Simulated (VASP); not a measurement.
Wanted: the native input for a VASP 6.6.1 run.

- Task: relaxation of cell and atoms
- Functional: PBE
- Potentials or basis: VASP PAW PBE potentials, release 64 (Be, H)
- Cutoff: 600 eV
- k mesh: 6 × 6 × 6
- Occupations: gaussian, width 0.1 eV
- Spin: no spin polarisation
- Dipole correction: no
- Further INCAR settings: ALGO = Normal; EDIFF = 1e-07; IBRION = 2; EDIFFG = -0.04; NSW = 90; ISIF = 3

The structure of Be2H lies in POSCAR:

```
Be2H
1.0
    2.6790000000      0.0000000000      0.0000000000
   -1.3395000000      2.3200820600      0.0000000000
    0.0000000000      0.0000000000      3.7003159900
Be H
2 1
Direct
    0.3333333300      0.6666666700      0.7017894800
    0.6666666700      0.3333333300      0.2982105200
    0.0000000000      0.0000000000      0.0000000000
```

The input as run:

INCAR

```
SYSTEM = Be2H
ALGO = Normal
EDIFF = 1E-7
EDIFFG = -0.04
ENCUT = 600
GGA = PE
IBRION = 2
ISIF = 3
ISMEAR = 0
LASPH = .True.
LCHARG = .False.
LREAL = .False.
LWAVE = .False.
NELM = 100
NSW = 90
PREC = Accurate
SIGMA = 0.1
```

KPOINTS

```
k-points
0
Gamma
  6 6 6
  0 0 0
```

Potentials or basis: VASP PAW PBE potentials, release 64 (Be, H).

The run is started by

```bash
$ cat potpaw_PBE.64/Be/POTCAR potpaw_PBE.64/H/POTCAR > POTCAR
$ mpirun -np 1 vasp_std > vasp.out
```

Results of the run:

```
Relaxed volume                         : 6.60 Å³/atom
Relaxed cell                           : a = 2.511 Å, b = 2.511 Å, c = 3.628 Å, α = 90.00°, β = 90.00°, γ = 120.00°
Space group after relaxing (to 0.05 Å) : P-3m1 (No. 164)
Energy gained by relaxing              : 111.9 meV/atom
Ionic steps                            : 7
Pressure after relaxing                : 0.3 GPa
Largest force after relaxing           : 0.017 eV/Å
```

Caveat: the k points lie up to 0.48 Å⁻¹ apart in the final cell.

Wall time 14 s on 1 thread of AMD EPYC 9R45 96-Core Processor (Zen 5) (shared host), peak memory 0.11 GiB.
